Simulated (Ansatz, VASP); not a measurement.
# Li2ZrP2 in VASP and in Ansatz

```
Li Zr P
1.0
    -2.17211    2.17211    3.93681
     2.17211   -2.17211    3.93681
     2.17211    2.17211   -3.93681
Li Zr P
2 1 2
Direct
  0.35965 0.35965 0.00000
  0.64035 0.64035 0.00000
  0.00000 0.00000 0.00000
  0.25000 0.75000 0.50000
  0.75000 0.25000 0.50000
```

Alike in both runs: functional PBE; k mesh 6 × 6 × 6; occupations gaussian, width 0.1 eV; no spin polarisation.

Ansatz relaxed the structure, and its values are those at the end. VASP's run is a single point on that final structure, the one shown.

|  | VASP | Ansatz |
| --- | --- | --- |
| version | VASP 6.6.1 | Ansatz 0.2.0 |
| potentials or method | VASP PAW PBE potentials, release 64 (Li_sv, Zr_sv, P), cutoff 520 eV | scalar-relativistic, plane waves, PAW |
| valence electrons in the cell | 28 | 28 |

```tsv
	VASP	Ansatz	Ansatz less VASP
gap on the k mesh at the Fermi level (eV)	none	none	-
rms of the force components (eV/Å)	0.012	0.009	-0.0032
```

A gap of «none» marks a metal or a gap that the smearing closes.

Noted on VASP's run: the cutoff is under 1.25 times that of the potentials, so the pressure is a little rough.
